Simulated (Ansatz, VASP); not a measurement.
## Two plane-wave programs on C

File POSCAR:

```
C
1.0
   -2.4558330623      0.0000000000      0.0000000000
   -1.2279165312     -2.1268138194      0.0000000000
    0.0000000000      0.0000000000     11.3072328611
C
6
Direct
    0.6666666667      0.6666666667      0.1555736041
    1.0000000000      1.0000000000      0.7780207870
    0.3333333333      0.3333333333      0.4667971956
    0.6666666667      0.6666666667      0.7780660478
    1.0000000000      0.0000000000      0.4668424564
    0.3333333333      0.3333333333      0.1556188649
```

Contents of INCAR.step1:

```
PREC = Accurate
ENCUT = 520
ISMEAR = 0
SIGMA = 0.05
LREAL = False
LASPH = True
NELM = 60
NBANDS = 21
GGA = PE
ALGO = Normal
EDIFF = 1E-4
LWAVE = True
LCHARG = False
```

Contents of INCAR.step2:

```
PREC = Accurate
ENCUT = 520
EDIFF = 1E-6
ISMEAR = 0
SIGMA = 0.05
LREAL = False
LASPH = True
NELM = 60
ALGO = Normal
ISIF = 2
LWAVE = False
LCHARG = True
METAGGA = R2SCAN
LMIXTAU = True
LELF = True
LVHAR = True
NBANDS = 21
ISTART = 1
```

File KPOINTS:

```
Automatic mesh
0
Gamma
  15 15 3
```

Input for Ansatz:

```yaml
crystal:
  lattice:
    - [-2.4558330623, 0.0, 0.0]
    - [-1.2279165312, -2.1268138194, 0.0]
    - [0.0, 0.0, 11.3072328611]
  atoms:
    - { symbol: C, position: [0.6666666667, 0.6666666667, 0.1555736041] }
    - { symbol: C, position: [1.0, 1.0, 0.778020787] }
    - { symbol: C, position: [0.3333333333, 0.3333333333, 0.4667971956] }
    - { symbol: C, position: [0.6666666667, 0.6666666667, 0.7780660478] }
    - { symbol: C, position: [1.0, 0.0, 0.4668424564] }
    - { symbol: C, position: [0.3333333333, 0.3333333333, 0.1556188649] }
basis:
  ecutwfc: 500
kpoints:
  mp_grid: { grid: [15, 15, 3] }
hamiltonian:
  xc: r2scan
scf:
  occupations: { method: gaussian, width: 0.05 }
output:
  forces: true
  stress: true
  eigenvalues: true
```

Alike in both runs: task single point; functional r2SCAN; k mesh 15 × 15 × 3; occupations gaussian, width 0.05 eV; no spin polarisation.

|  | VASP | Ansatz |
| --- | --- | --- |
| version | VASP 6.6.1 | Ansatz 0.2.0 |
| potentials or method | VASP PAW PBE potentials, release 64 (C), cutoff 520 eV | scalar-relativistic, plane waves, PAW |
| valence electrons in the cell | 24 | 24 |

VASP gave:

```
gap on the k mesh at the Fermi level (eV)                     : 0.13
least direct gap on the mesh (eV)                             : 0.13
pressure (GPa)                                                : 0.5
traceless stress, the component that is largest in VASP (GPa) : -1.00
rms of the force components (eV/Å)                            : 0.006
```

Question: Estimate Ansatz's values.

Answer: gap on the k mesh at the Fermi level (eV): 0.13; least direct gap on the mesh (eV): 0.13; pressure (GPa): -0.1; traceless stress, the component that is largest in VASP (GPa): -0.30; rms of the force components (eV/Å): 0.006.

VASP's potentials were made for PBE, not for r2SCAN. Atom by atom the forces differ by 0.000 eV/Å (rms over components).
